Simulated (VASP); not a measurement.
# Si3N4 (Fd-3m) in VASP: relaxation of cell and atoms with r2SCAN

Aim: the relaxation of cell and atoms of Si3N4 with r2SCAN.

Everything below comes from runs of VASP 6.6.1. Logs are shortened: lines on timing, memory, paths and dates and some standing lists are left out, and cuts for length are marked.

**1. The cell of the first run**

The structure is cubic, space group Fd-3m (No. 227). The conventional cell has a = 7.787 Å, b = 7.787 Å, c = 7.787 Å, α = 90.00°, β = 90.00°, γ = 90.00°. Si (site symmetry -3m) has 6 N at 1.89 Å within 2.5 Å. Si (site symmetry -43m) has 4 N at 1.79 Å within 2.4 Å. N (site symmetry 3m) has 4 Si at 1.79 to 1.89 Å within 2.4 Å.

**2. Relaxation of cell and atoms, r2SCAN**

File POSCAR:

```
Si3N4
1.0
    0.0000000000      3.8937180000      3.8937180000
    3.8937180000      0.0000000000      3.8937180000
    3.8937180000      3.8937180000      0.0000000000
Si N
6 8
Direct
    0.1250000000      0.1250000000      0.6250000000
    0.1250000000      0.6250000000      0.1250000000
    0.6250000000      0.1250000000      0.1250000000
    0.1250000000      0.1250000000      0.1250000000
    0.7500000000      0.7500000000      0.7500000000
    0.5000000000      0.5000000000      0.5000000000
    0.3675630000      0.3675630000      0.3675630000
    0.3526890000      0.8824370000      0.8824370000
    0.8824370000      0.8824370000      0.3526890000
    0.8824370000      0.3526890000      0.8824370000
    0.3675630000      0.3675630000      0.8973110000
    0.3675630000      0.8973110000      0.3675630000
    0.8824370000      0.8824370000      0.8824370000
    0.8973110000      0.3675630000      0.3675630000
```

File INCAR.step1:

```
ALGO = Normal ; EDIFF = 1E-4
ENCUT = 600 ; GGA = PE
ISMEAR = 0 ; LASPH = T
LCHARG = F ; LREAL = F
LWAVE = T ; NELM = 60
PREC = Accurate ; SIGMA = 0.02
```

File INCAR.step2:

```
ALGO = Normal ; EDIFF = 1E-6
EDIFFG = -0.005 ; ENCUT = 600
IBRION = 2 ; ISIF = 3
ISMEAR = 0 ; ISTART = 1
LASPH = T ; LCHARG = F
LMIXTAU = T ; LREAL = F
LWAVE = F ; METAGGA = R2SCAN
NELM = 60 ; NSW = 100
PREC = Accurate ; SIGMA = 0.02
```

File KPOINTS:

```
k-points
0
Gamma
  6 6 6
```

Potentials or basis: VASP PAW PBE potentials, release 64 (Si, N).

Command:

```sh
$ cat potpaw_PBE.64/Si/POTCAR potpaw_PBE.64/N/POTCAR > POTCAR
$ cp INCAR.step1 INCAR
$ mpirun -np 1 vasp_std > vasp.out
$ cp INCAR.step2 INCAR
$ mpirun -np 1 vasp_std > vasp.out
```

OUTCAR:

```text
EDIFF = 1E-6
   EDIFFG = -0.005
   ENCUT = 600
   IBRION = 2
   ISIF = 3
   ISMEAR = 0
   ISTART = 1
   LASPH = T
   LREAL = F
   METAGGA = R2SCAN
   NELM = 60
   NSW = 100
   PREC = Accurate

 ion  position               nearest neighbor table
   1  0.125  0.125  0.625-   7 1.89  13 1.89  10 1.89  12 1.89   8 1.89  14 1.89   4 2.75   2 2.75
                             3 2.75   4 2.75   2 2.75   3 2.75
   2  0.125  0.625  0.125-   7 1.89  13 1.89   9 1.89  11 1.89   8 1.89  14 1.89   4 2.75   1 2.75
                             1 2.75   3 2.75   4 2.75   3 2.75
   3  0.625  0.125  0.125-   7 1.89  13 1.89  10 1.89  11 1.89  12 1.89   9 1.89   4 2.75   1 2.75
                             2 2.75   1 2.75   2 2.75   4 2.75
   4  0.125  0.125  0.125-   9 1.89  11 1.89  10 1.89   8 1.89  12 1.89  14 1.89   1 2.75   2 2.75
                             3 2.75   1 2.75   2 2.75   3 2.75
   5  0.750  0.750  0.750-   8 1.79   9 1.79  10 1.79  13 1.79
   6  0.500  0.500  0.500-  11 1.79  12 1.79  14 1.79   7 1.79
   7  0.368  0.368  0.368-   6 1.79   2 1.89   3 1.89   1 1.89
   8  0.353  0.882  0.882-   5 1.79   4 1.89   1 1.89   2 1.89
   9  0.882  0.882  0.353-   5 1.79   4 1.89   2 1.89   3 1.89
  10  0.882  0.353  0.882-   5 1.79   4 1.89   1 1.89   3 1.89
  11  0.368  0.368  0.897-   6 1.79   4 1.89   2 1.89   3 1.89
  12  0.368  0.897  0.368-   6 1.79   4 1.89   1 1.89   3 1.89
  13  0.882  0.882  0.882-   5 1.79   2 1.89   3 1.89   1 1.89
  14  0.897  0.368  0.368-   6 1.79   4 1.89   1 1.89   2 1.89

  LATTYP: Found a face centered cubic cell.
 ALAT       =     7.7874360000

  Lattice vectors:

 A1 = (   0.0000000000,   3.8937180000,   3.8937180000)
 A2 = (   3.8937180000,   0.0000000000,   3.8937180000)
 A3 = (   3.8937180000,   3.8937180000,   0.0000000000)

Analysis of symmetry for initial positions (statically):
=====================================================================
 Subroutine PRICEL returns:
 Original cell was already a primitive cell.

 Routine SETGRP: Setting up the symmetry group for a
 face centered cubic supercell.

 Subroutine GETGRP returns: Found 48 space group operations
 (whereof 24 operations were pure point group operations)
 out of a pool of 48 trial point group operations.

The static configuration has the point symmetry T_d .
 The point group associated with its full space group is O_h .

Analysis of symmetry for dynamics (positions and initial velocities):
=====================================================================
 Subroutine PRICEL returns:
 Original cell was already a primitive cell.

 Routine SETGRP: Setting up the symmetry group for a
 face centered cubic supercell.

 Subroutine GETGRP returns: Found 48 space group operations
 (whereof 24 operations were pure point group operations)
 out of a pool of 48 trial point group operations.

The dynamic configuration has the point symmetry T_d .
[... 111 lines left out ...]
   LSORBIT =      F    spin-orbit coupling
   LASPH  =      T    aspherical Exc in radial PAW
   ENCUT  =  600.0 eV  44.10 Ry    6.64 a.u.  11.00 11.00 11.00*2*pi/ulx,y,z
   NELM   =     60;   NELMIN=  2; NELMDL=  0     # of ELM steps
   EDIFF  = 0.1E-05   stopping-criterion for ELM
   LREAL  =      F    real-space projection
   EDIFFG = -.5E-02   stopping-criterion for IOM
   NSW    =    100    number of steps for IOM
   IBRION =      2    ionic relax: 0-MD 1-quasi-New 2-CG
   NFREE  =      1    steps in history (QN), initial steepest desc. (CG)
   ISIF   =      3    stress and relaxation
   ISYM   =      2    0-nonsym 1-usesym 2-fastsym
   POTIM  = 0.5000    time-step for ionic-motion
   TEBEG  =    0.0;   TEEND  =   0.0 temperature during run
   PSTRESS=    0.0 pullay stress
   NELECT =      64.0000    total number of electrons
   NUPDOWN=      -1.0000    fix difference up-down
   EMIN   =  10.00;   EMAX   =-10.00  energy-range for DOS
   EFERMI =   0.00;   METHOD = LEGACY
   ISMEAR =     0;   SIGMA  =   0.02  broadening in eV -4-tet -1-fermi 0-gaus
   EFERMI_NEDOS =   21; number of points for ismear=-14 and -15
   IALGO  =     38    algorithm
   IMIX   =      4    mixing-type and parameters
     AMIX     =   0.40;   BMIX     =  1.00
     AMIX_MAG =   1.60;   BMIX_MAG =  1.00
  volume/ion in A,a.u.               =       8.43        56.91
  Fermi-wavevector in a.u.,A,eV,Ry     =   1.334833  2.522469 24.242584  1.781780
  Thomas-Fermi vector in A             =   2.463584
   LORBIT       =      0    0 simple, 1 ext, 2 COOP (PROOUT), +10 PAW based schemes
   METAGGA = R2SCAN    functional components
   LHFCALC =     F    Hartree Fock is set to
   AEXX    =    0.0000 exact exchange contribution
   IVDW    =     0    specifies the selected vdW correction
   LEPSILON=     F    determine dielectric tensor
   LRPA    =     F    only Hartree local field effects (RPA)
 conjugate gradient relaxation of ions
 non-spin polarized calculation
 Gauss-broadening in eV      SIGMA  =   0.02
  energy-cutoff  :      600.00
  volume of cell :      118.07
 maximum number of plane-waves:      3954
 NGX is ok and might be reduce to    48
   NGX = 21   NGY = 21   NGZ = 21

--------------------------------------- Ionic step        1  -------------------------------------------

 number of electron      63.9999997 magnetization

 Free energy of the ion-electron system (eV)
  ---------------------------------------------------
  ext. energy  EPLUGINS =         0.00000000
  ---------------------------------------------------
  free energy    TOTEN  =      -141.78202097 eV

  energy without entropy =     -141.78202097  energy(sigma->0) =     -141.78202097

------------------------ aborting loop because EDIFF is reached ----------------------------------------

  FORCE on cell =-STRESS in cart. coord.  units (eV):
  Direction    XX          YY          ZZ          XY          YZ          ZX
  --------------------------------------------------------------------------------------
  -------------------------------------------------------------------------------------
  Total       -4.8565660     -4.8565660     -4.8565660      0.0000000     -0.0000000      0.0000000
  in kB      -65.9047020    -65.9047020    -65.9047020      0.0000000     -0.0000000      0.0000000
  external PRESSURE =     -65.9047020 kB  Pullay stress =       0.0000000 kB
[... 227 lines left out ...]
--------------------------------------- Ionic step        6  -------------------------------------------

 number of electron      64.0000000 magnetization

 Free energy of the ion-electron system (eV)
  ---------------------------------------------------
  ext. energy  EPLUGINS =         0.00000000
  ---------------------------------------------------
  free energy    TOTEN  =      -141.83385387 eV

  energy without entropy =     -141.83385387  energy(sigma->0) =     -141.83385387

 E-fermi :   9.2799     XC(G=0): -12.9447

 val. band max:        9.1686511986   @ k =  -0.1667   0.1667   0.0000
 cond. band min:      13.1936073314   @ k =   0.0000   0.0000   0.0000
 fundamental gap:      4.0249561328
 Fermi energy:         9.2799199029

 k-point     1 :       0.0000    0.0000    0.0000
  band No.  band energies     occupation
      1     -10.7014      2.00000
      2      -7.3289      2.00000
      3      -6.4022      2.00000
      4      -6.4022      2.00000
      5      -6.4022      2.00000
      6      -5.3867      2.00000
[... 718 lines left out ...]
  FREE ENERGIE OF THE ION-ELECTRON SYSTEM (eV)
  ---------------------------------------------------
  free  energy   TOTEN  =      -141.8338538694 eV

  energy  without entropy=     -141.8338538694  energy(sigma->0) =     -141.83385387

 reached required accuracy - stopping structural energy minimisation
```

It took 68 min on 1 thread of Intel Xeon 8259CL, shared host; peak memory 0.4 GiB.

Results:

| Property | Result |
| --- | --- |
| Free energy | -141.8339 eV |
| Relaxed volume | 8.25 Å³/atom |
| Relaxed cell | a = 5.467 Å, b = 5.467 Å, c = 5.467 Å, α = 60.00°, β = 60.00°, γ = 60.00° |
| Space group after relaxing (to 0.1 Å) | Fd-3m (No. 227) |
| Energy gained by relaxing | 3.7 meV/atom |
| Ionic steps | 6 |
| Pressure after relaxing | 0.1 GPa |
| Band gap on the k mesh | 4.02 eV (least direct gap 4.05 eV) |

Forces in eV/Å, atoms in the order of the input:
```
Si   0.000  0.000  0.000
Si   0.000  0.000  0.000
Si   0.000  0.000  0.000
Si   0.000  0.000  0.000
Si   0.000  0.000  0.000
Si   0.000  0.000  0.000
N    0.001  0.001  0.001
N   -0.001  0.001  0.001
N    0.001  0.001 -0.001
N    0.001 -0.001  0.001
N   -0.001 -0.001  0.001
N   -0.001  0.001 -0.001
N   -0.001 -0.001 -0.001
N    0.001 -0.001 -0.001
```

Step by step:
```csv
step,energy change (eV),largest force (eV/Å),pressure (GPa),volume (Å³)
1,0.0000,0.0555,-6.59,118.07
2,0.0561,0.2782,10.24,112.24
3,-0.0514,0.0742,-0.12,115.64
4,-0.0514,0.0769,0.02,115.59
5,-0.0513,0.0809,0.12,115.51
6,-0.0518,0.0024,0.06,115.56
```

Final structure:
```cif
data_structure
_symmetry_space_group_name_H-M 'P 1'
_symmetry_Int_Tables_number 1
_cell_length_a 5.4672
_cell_length_b 5.4672
_cell_length_c 5.4672
_cell_angle_alpha 60.000
_cell_angle_beta 60.000
_cell_angle_gamma 60.000
_cell_volume 115.56
loop_
_atom_site_label
_atom_site_type_symbol
_atom_site_fract_x
_atom_site_fract_y
_atom_site_fract_z
_atom_site_occupancy
Si1 Si 0.12500 0.12500 0.62500 1
Si2 Si 0.12500 0.62500 0.12500 1
Si3 Si 0.62500 0.12500 0.12500 1
Si4 Si 0.12500 0.12500 0.12500 1
Si5 Si 0.75000 0.75000 0.75000 1
Si6 Si 0.50000 0.50000 0.50000 1
N1 N 0.36760 0.36760 0.36760 1
N2 N 0.35279 0.88240 0.88240 1
N3 N 0.88240 0.88240 0.35279 1
N4 N 0.88240 0.35279 0.88240 1
N5 N 0.36760 0.36760 0.89721 1
N6 N 0.36760 0.89721 0.36760 1
N7 N 0.88240 0.88240 0.88240 1
N8 N 0.89721 0.36760 0.36760 1
```

Caveat: the PAW data sets were made with another functional, which shifts forces and pressure a little.
